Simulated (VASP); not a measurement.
Si:

```xyz
1
Lattice="2.5700 0.0000 0.0000 0.0000 2.5700 0.0000 0.0000 0.0000 2.5700" Properties=species:S:1:pos:R:3 pbc="T T T"
Si    0.0000    0.0000    0.0000
```

* Program: VASP 6.6.1
* Task: relaxation of cell and atoms
* Functional: PBE
* Potentials or basis: VASP PAW PBE potentials, release 64 (Si)
* Cutoff: 600 eV
* k mesh: 10 × 10 × 10
* Occupations: fermi-dirac, width 0.05 eV
* Spin: no spin polarisation

At the start: pressure -4.0 GPa; volume 16.97 Å³/atom.

How do energy, volume and symmetry change on relaxing?

Over 3 steps the energy falls by 9.1 meV/atom and the volume is 16.27 Å³/atom (-4.1 %); space group Pm-3m (No. 221, to 0.05 Å).

The path:
| step | energy change (eV) | largest force (eV/Å) | pressure (GPa) | volume (Å³) |
| --- | --- | --- | --- | --- |
| 1 | 0.0000 | 0.0000 | -4.00 | 16.97 |
| 2 | -0.0071 | 0.0000 | 2.12 | 15.96 |
| 3 | -0.0091 | 0.0000 | 0.01 | 16.27 |

Final structure:
```
Si
1.0
     2.53398    0.00000    0.00000
     0.00000    2.53398    0.00000
     0.00000    0.00000    2.53398
Si
1
Cartesian
  0.0000 0.0000 0.0000
```
